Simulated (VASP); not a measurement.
Runs of VASP 6.6.1 on TaN (NiAs type). The structure is that of space group P6_3/mmc (No. 194), or close to it. The cells are those of the table. 

```csv
cell,gap on the mesh (eV),pressure (GPa)
"a = 2.853, b = 2.853, c = 5.814 Å, angles 90.0, 90.0, 120.0°, 4 atoms",none,24.0
"a = 2.586, b = 2.586, c = 5.420 Å, angles 90.0, 90.0, 120.0°, 4 atoms",none,219.0
"a = 2.472, b = 2.472, c = 5.272 Å, angles 90.0, 90.0, 120.0°, 4 atoms",none,379.4
"a = 2.917, b = 2.917, c = 5.916 Å, angles 90.0, 90.0, 120.0°, 4 atoms",none,(a)
"a = 2.690, b = 2.690, c = 5.566 Å, angles 90.0, 90.0, 120.0°, 4 atoms",none,119.5
"a = 2.786, b = 2.786, c = 5.710 Å, angles 90.0, 90.0, 120.0°, 4 atoms",none,(b)
```

Alike in all rows: task single point; level PBE; potentials or basis VASP PAW PBE potentials, release 64 (Ta_pv, N); no spin polarisation; k mesh 11 × 11 × 6; cutoff (eV) 520; smearing fermi-dirac 0.08 eV.

Problem. Estimate the missing entries.

Solution. (a) 0.7; (b) 56.2.

Caveats: spin-orbit coupling is left out, which moves the levels of the heavy elements.

A k mesh can miss the band edges, and the runs leave out spin-orbit coupling on Ta.

A gap of «none» marks levels without a gap at the run's occupations.
